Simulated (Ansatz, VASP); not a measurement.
## MnO2: VASP and Ansatz over several settings

```
Mn O
1.0
     1.41885    0.81917    4.55317
    -1.41885    0.81917    4.55317
     0.00000   -1.63834    4.55317
Mn O
1 2
Direct
  0.00000 0.00000 0.00000
  0.73564 0.73564 0.73564
  0.26436 0.26436 0.26436
```

Single points on this cell with VASP 6.6.1 and Ansatz 0.2.0. Each row is one pair of runs. Alike in all rows: spin: collinear, typed start; k mesh: 11 × 11 × 11; smearing: fermi-dirac, width 0.05 eV.

```csv
level,"VASP's potentials, cutoff","Ansatz's potentials, cutoff","gap on the k mesh at the Fermi level (eV), VASP","gap on the k mesh at the Fermi level (eV), Ansatz","least direct gap on the mesh (eV), VASP","least direct gap on the mesh (eV), Ansatz","pressure (GPa), VASP","pressure (GPa), Ansatz"
LDA,"VASP PAW LDA potentials, release 64 (Mn_pv, O), 520 eV","Ansatz PAW, 420 eV",0.27,0.40,0.32,0.45,-3.9,-4.8
PBE,"VASP PAW PBE potentials, release 64 (Mn_pv, O), 520 eV","Ansatz PAW, 420 eV",0.77,0.81,0.83,0.87,10.4,9.4
r2SCAN,"VASP PAW PBE potentials, release 64 (Mn_pv, O), 520 eV","Ansatz PAW, 500 eV",1.85,1.88,1.94,1.97,4.9,3.8
```

Gap on the k mesh at the fermi level (eV): the two programs differ by at most 0.132; least direct gap on the mesh (eV): the two programs differ by at most 0.136; pressure (GPa): the two programs differ by at most 1.15.

VASP's potentials hold 25 valence electrons a cell and Ansatz's 27, so a difference there can come from the potentials and not from the codes.

Noted on Ansatz's runs: Pulay correction over one GPa; odd divisions of the mesh miss points on the zone boundary, where band edges often lie, so the gap on the mesh can be too wide; the magnetic or orbital state may not be the lowest.
